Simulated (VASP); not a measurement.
Set up this calculation in VASP 6.6.1, as the native input.

| Quantity | Value |
| --- | --- |
| Task | relaxation of cell and atoms |
| Functional | PBE |
| Potentials or basis | VASP PAW PBE potentials, release 64 (Hf_pv, Bi_d, O) |
| Cutoff | 600 eV |
| k mesh | 6 × 6 × 2 |
| Occupations | gaussian, width 0.1 eV |
| Spin | no spin polarisation |
| Dipole correction | no |
| Further INCAR settings | ALGO = Normal; EDIFF = 1e-06; IBRION = 2; EDIFFG = -0.04; NSW = 90; ISIF = 3 |

The structure of HfBi2O2 lies in POSCAR:

```
HfBi2O2
1.0
    4.0199172200      0.0000000000      0.0000000000
   -2.0099586100      3.4813504400      0.0000000000
    0.0000000000      0.0000000000      8.1588213700
Hf Bi O
1 2 2
Direct
    0.3333333300      0.6666666700      0.5000000000
    0.0000000000      0.0000000000      0.8142544700
    0.0000000000      0.0000000000      0.1857455300
    0.6666666700      0.3333333300      0.3153655100
    0.6666666700      0.3333333300      0.6846344900
```

The cell was generated, and may not be a known phase.

These files were run (other wordings do the same):

INCAR

```
PREC = Accurate
ENCUT = 600
EDIFF = 1E-6
ISMEAR = 0
SIGMA = 0.1
LREAL = F
LASPH = T
NELM = 100
ALGO = Normal
ISIF = 3
LWAVE = F
LCHARG = F
GGA = PE
IBRION = 2
NSW = 90
EDIFFG = -0.04
```

KPOINTS

```
Automatic mesh
0
Gamma
  6 6 2
```

Potentials or basis: VASP PAW PBE potentials, release 64 (Hf_pv, Bi_d, O).

The run is started by

```bash
$ cat potpaw_PBE.64/Hf_pv/POTCAR potpaw_PBE.64/Bi_d/POTCAR potpaw_PBE.64/O/POTCAR > POTCAR
$ mpirun -np 1 vasp_std > vasp.out
```

Results of the run:

* Relaxed volume: 20.00 Å³/atom
* Relaxed cell: a = 3.239 Å, b = 3.239 Å, c = 11.006 Å, α = 90.00°, β = 90.00°, γ = 120.00°
* Space group after relaxing (to 0.1 Å): P-6m2 (No. 187)
* Pressure after relaxing: 0.3 GPa
* Largest force after relaxing: 0.033 eV/Å
* Band gap on the k mesh: zero (bands 26 and 27 overlap by 3.93 eV)

Caveat: the k points lie up to 0.37 Å⁻¹ apart in the final cell, too coarse for converged energies and pressures of a metal; a cell axis changed by over 15 % at a fixed basis, so the end point is rough; spin-orbit coupling is left out, which moves the levels of the heavy elements.

It took 29 min on 1 thread of Intel(R) Xeon(R) Platinum 8259CL CPU @ 2.50GHz (Skylake/Cascade Lake), with other jobs on the host, peak memory 0.32 GiB.
